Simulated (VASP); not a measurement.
# MgO (Fm-3m) in VASP: notebook

The runs below take MgO through single point, with PBEsol.

All numbers are computed with VASP 6.6.1; they aren't measurements. Logs are shortened: lines on timing, memory, paths and dates and some standing lists are left out, and cuts for length are marked.

## 1. The cell of the first run

Symmetry: Fm-3m, No. 225, cubic system. The conventional cell has a = 4.204 Å, b = 4.204 Å, c = 4.204 Å, α = 90.00°, β = 90.00°, γ = 90.00°. Mg (site symmetry m-3m) has 6 O at 2.10 Å within 2.8 Å. O (site symmetry m-3m) has 6 Mg at 2.10 Å within 2.8 Å.

## 2. Single point, PBEsol

INCAR reads:

```
SYSTEM = MgO
  ALGO = Normal
  EDIFF = 1E-6
  ENCUT = 520
  GGA = PS
  ISIF = 2
  ISMEAR = 0
  LASPH = .TRUE.
  LCHARG = .FALSE.
  LREAL = .FALSE.
  LWAVE = .FALSE.
  NBANDS = 11
  NELM = 60
  PREC = Accurate
  SIGMA = 0.01
```

KPOINTS reads:

```
k-points
0
G
  3 3 3
  0 0 0
```

POSCAR reads:

```
MgO
1.0
    0.0000000000      2.1021674158      2.1021674158
    2.1021674158      0.0000000000      2.1021674158
    2.1021674158      2.1021674158      0.0000000000
Mg O
1 1
Direct
    0.0000000000      0.0000000000      0.0000000000
    0.5000000000      0.5000000000      0.5000000000
```

Potentials or basis: VASP PAW PBE potentials, release 64 (Mg, O).

Run with:

```console
$ cat potpaw_PBE.64/Mg/POTCAR potpaw_PBE.64/O/POTCAR > POTCAR
$ mpirun -np 1 vasp_std > vasp.out
```

OUTCAR:

```text
SYSTEM = MgO
   EDIFF = 1E-6
   ENCUT = 520
   GGA = PS
   ISIF = 2
   ISMEAR = 0
   LASPH = .TRUE.
   LREAL = .FALSE.
   NELM = 60
   PREC = Accurate

 ion  position               nearest neighbor table
   1  0.000  0.000  0.000-   2 2.10   2 2.10   2 2.10   2 2.10   2 2.10   2 2.10
   2  0.500  0.500  0.500-   1 2.10   1 2.10   1 2.10   1 2.10   1 2.10   1 2.10

  LATTYP: Found a face centered cubic cell.
 ALAT       =     4.2043348316

  Lattice vectors:

 A1 = (   0.0000000000,   2.1021674158,   2.1021674158)
 A2 = (   2.1021674158,   0.0000000000,   2.1021674158)
 A3 = (   2.1021674158,   2.1021674158,   0.0000000000)

Analysis of symmetry for initial positions (statically):
=====================================================================
 Subroutine PRICEL returns:
 Original cell was already a primitive cell.

 Routine SETGRP: Setting up the symmetry group for a
 face centered cubic supercell.

 Subroutine GETGRP returns: Found 48 space group operations
 (whereof 48 operations were pure point group operations)
 out of a pool of 48 trial point group operations.

The static configuration has the point symmetry O_h .

Analysis of symmetry for dynamics (positions and initial velocities):
=====================================================================
 Subroutine PRICEL returns:
 Original cell was already a primitive cell.

 Routine SETGRP: Setting up the symmetry group for a
 face centered cubic supercell.

 Subroutine GETGRP returns: Found 48 space group operations
 (whereof 48 operations were pure point group operations)
 out of a pool of 48 trial point group operations.

The dynamic configuration has the point symmetry O_h .

 Subroutine INISYM returns: Found 48 space group operations
 (whereof 48 operations are pure point group operations),
 and found     1 'primitive' translations

----------------------------------------------------------------------------------------

                                     Primitive cell

  volume of cell :      18.5794

  direct lattice vectors                    reciprocal lattice vectors
     0.000000000  2.102167416  2.102167416    -0.237849753  0.237849753  0.237849753
     2.102167416  0.000000000  2.102167416     0.237849753 -0.237849753  0.237849753
     2.102167416  2.102167416  0.000000000     0.237849753  0.237849753 -0.237849753

  length of vectors
     2.972913670  2.972913670  2.972913670     0.411967856  0.411967856  0.411967856

  position of ions in fractional coordinates (direct lattice)
     0.000000000  0.000000000  0.000000000
     0.500000000  0.500000000  0.500000000

  ion indices of the primitive-cell ions
   primitive index   ion index
                 1           1
                 2           2

----------------------------------------------------------------------------------------

 KPOINTS: k-points

Automatic generation of k-mesh.
 Grid dimensions read from file:
 generate k-points for:    3    3    3

 Generating k-lattice:

  Cartesian coordinates                     Fractional coordinates (reciprocal lattice)
    -0.079283251  0.079283251  0.079283251     0.333333333  0.000000000  0.000000000
     0.079283251 -0.079283251  0.079283251     0.000000000  0.333333333  0.000000000
     0.079283251  0.079283251 -0.079283251     0.000000000  0.000000000  0.333333333

  Length of vectors
     0.137322619  0.137322619  0.137322619

  Shift w.r.t. Gamma in fractional coordinates (k-lattice)
     0.000000000  0.000000000  0.000000000

 Subroutine IBZKPT returns following result:
 ===========================================

 Found      4 irreducible k-points:

 Following reciprocal coordinates:
            Coordinates               Weight
  0.000000  0.000000  0.000000      1.000000
  0.333333  0.000000  0.000000      8.000000
  0.333333  0.333333  0.000000      6.000000
 -0.333333  0.333333  0.000000     12.000000
   k-points           NKPTS =      4   k-points in BZ     NKDIM =      4   number of bands    NBANDS=     11
   number of dos      NEDOS =    301   number of ions     NIONS =      2
   total plane-waves  NPLWV =  13824
   dimension x,y,z NGX =    24 NGY =   24 NGZ =   24
   dimension x,y,z NGXF=    48 NGYF=   48 NGZF=   48
   ions per type =               1   1
   NGX,Y,Z   is equivalent  to a cutoff of  13.42, 13.42, 13.42 a.u.
   NGXF,Y,Z  is equivalent  to a cutoff of  26.84, 26.84, 26.84 a.u.
 SYSTEM =  MgO
   PREC   = accura    normal or accurate (medium, high low for compatibility)
   ISTART =      0    job   : 0-new  1-cont  2-samecut
   ICHARG =      2    charge: 1-file 2-atom 10-const
   ISPIN  =      1    spin polarized calculation?
   LNONCOLLINEAR =      F non collinear calculations
   LSORBIT =      F    spin-orbit coupling
   LASPH  =      T    aspherical Exc in radial PAW
   ENCUT  =  520.0 eV  38.22 Ry    6.18 a.u.   5.53  5.53  5.53*2*pi/ulx,y,z
   NELM   =     60;   NELMIN=  2; NELMDL= -5     # of ELM steps
   EDIFF  = 0.1E-05   stopping-criterion for ELM
   LREAL  =      F    real-space projection
   EDIFFG = 0.1E-04   stopping-criterion for IOM
   NSW    =      0    number of steps for IOM
   IBRION =     -1    ionic relax: 0-MD 1-quasi-New 2-CG
   NFREE  =      0    steps in history (QN), initial steepest desc. (CG)
   ISIF   =      2    stress and relaxation
   ISYM   =      2    0-nonsym 1-usesym 2-fastsym
   POTIM  = 0.5000    time-step for ionic-motion
   TEBEG  =    0.0;   TEEND  =   0.0 temperature during run
   PSTRESS=    0.0 pullay stress
   NELECT =       8.0000    total number of electrons
   NUPDOWN=      -1.0000    fix difference up-down
   EMIN   =  10.00;   EMAX   =-10.00  energy-range for DOS
   EFERMI =   0.00;   METHOD = LEGACY
   ISMEAR =     0;   SIGMA  =   0.01  broadening in eV -4-tet -1-fermi 0-gaus
   EFERMI_NEDOS =   21; number of points for ismear=-14 and -15
   IALGO  =     38    algorithm
   IMIX   =      4    mixing-type and parameters
     AMIX     =   0.40;   BMIX     =  1.00
     AMIX_MAG =   1.60;   BMIX_MAG =  1.00
  volume/ion in A,a.u.               =       9.29        62.69
  Fermi-wavevector in a.u.,A,eV,Ry     =   1.236216  2.336109 20.792816  1.528229
  Thomas-Fermi vector in A             =   2.370833
   LORBIT       =      0    0 simple, 1 ext, 2 COOP (PROOUT), +10 PAW based schemes
   GGA     = PS    functional components
   LHFCALC =     F    Hartree Fock is set to
   AEXX    =    0.0000 exact exchange contribution
   IVDW    =     0    specifies the selected vdW correction
   LEPSILON=     F    determine dielectric tensor
   LRPA    =     F    only Hartree local field effects (RPA)
 non-spin polarized calculation
 Gauss-broadening in eV      SIGMA  =   0.01
  energy-cutoff  :      520.00
  volume of cell :       18.58
 maximum number of plane-waves:       531
 NGX is ok and might be reduce to    24
   NGX = 11   NGY = 11   NGZ = 11

 number of electron       8.0000004 magnetization

 Free energy of the ion-electron system (eV)
  ---------------------------------------------------
  ext. energy  EPLUGINS =         0.00000000
  ---------------------------------------------------
  free energy    TOTEN  =       -12.41564017 eV

  energy without entropy =      -12.41564017  energy(sigma->0) =      -12.41564017

 E-fermi :   3.2864     XC(G=0): -11.3223

 val. band max:        3.1939072522   @ k =   0.0000   0.0000   0.0000
 cond. band min:       7.8328764766   @ k =   0.0000   0.0000   0.0000
 fundamental gap:      4.6389692244
 Fermi energy:         3.2863948803

 k-point     1 :       0.0000    0.0000    0.0000
  band No.  band energies     occupation
      1     -14.0533      2.00000
      2       3.1939      2.00000
      3       3.1939      2.00000
      4       3.1939      2.00000
      5       7.8329      0.00000
      6      18.7814      0.00000
      7      18.7814      0.00000
      8      18.7814      0.00000
      9      22.6425      0.00000
     10      24.5276      0.00000
     11      24.5276      0.00000

 k-point     2 :       0.3333    0.0000    0.0000
  band No.  band energies     occupation
      1     -13.0976      2.00000
      2      -0.5724      2.00000
      3       2.6771      2.00000
      4       2.6771      2.00000
      5      10.7270      0.00000
      6      15.3880      0.00000
      7      19.6052      0.00000
      8      19.6052      0.00000
      9      23.9357      0.00000
     10      23.9357      0.00000
     11      24.5097      0.00000

 k-point     3 :       0.3333    0.3333    0.0000
  band No.  band energies     occupation
      1     -12.8660      2.00000
      2      -0.3376      2.00000
      3       2.1076      2.00000
      4       2.1076      2.00000
      5      12.4108      0.00000
      6      12.9657      0.00000
      7      16.9415      0.00000
      8      21.2951      0.00000
      9      21.2951      0.00000
     10      27.7732      0.00000
     11      30.1092      0.00000

 k-point     4 :      -0.3333    0.3333    0.0000
  band No.  band energies     occupation
      1     -12.4752      2.00000
      2      -0.1224      2.00000
      3       0.0336      2.00000
      4       2.1647      2.00000
      5      13.3245      0.00000
      6      15.2708      0.00000
      7      15.6313      0.00000
      8      20.8449      0.00000
      9      21.8752      0.00000
     10      26.2138      0.00000
     11      30.6175      0.00000

------------------------ aborting loop because EDIFF is reached ----------------------------------------

  FORCE on cell =-STRESS in cart. coord.  units (eV):
  Direction    XX          YY          ZZ          XY          YZ          ZX
  --------------------------------------------------------------------------------------
  -------------------------------------------------------------------------------------
  Total        0.1290221      0.1290221      0.1290221      0.0000000     -0.0000000      0.0000000
  in kB       11.1260961     11.1260961     11.1260961      0.0000000     -0.0000000      0.0000000
  external PRESSURE =      11.1260961 kB  Pullay stress =       0.0000000 kB

 VOLUME and BASIS-vectors are now :
 -----------------------------------------------------------------------------
  energy-cutoff  :      520.00
  volume of cell :       18.58
      direct lattice vectors                 reciprocal lattice vectors
     0.000000000  2.102167416  2.102167416    -0.237849753  0.237849753  0.237849753
     2.102167416  0.000000000  2.102167416     0.237849753 -0.237849753  0.237849753
     2.102167416  2.102167416  0.000000000     0.237849753  0.237849753 -0.237849753

 POSITION                                       TOTAL-FORCE (eV/Angst)
 -----------------------------------------------------------------------------------
      0.00000      0.00000      0.00000         0.000000      0.000000      0.000000
      2.10217      2.10217      2.10217         0.000000     -0.000000     -0.000000
 -----------------------------------------------------------------------------------
    total drift:                               -0.000000     -0.000000      0.000000

  FREE ENERGIE OF THE ION-ELECTRON SYSTEM (eV)
  ---------------------------------------------------
  free  energy   TOTEN  =       -12.4156401671 eV

  energy  without entropy=      -12.4156401671  energy(sigma->0) =      -12.41564017
```

Wall time 2.3 s (1 thread of Intel Xeon Platinum 8488C (Sapphire Rapids), shared host); peak memory 0.13 GiB.

What came out:

| Quantity | Value |
| --- | --- |
| Free energy | -12.4156 eV |
| Pressure | 1.1 GPa |
| Band gap on the k mesh | 4.64 eV, direct |

Caveat: the k points lie up to 0.86 Å⁻¹ apart; the PAW data sets were made with another functional, which shifts forces and pressure a little.

[end of part 1 of 2]
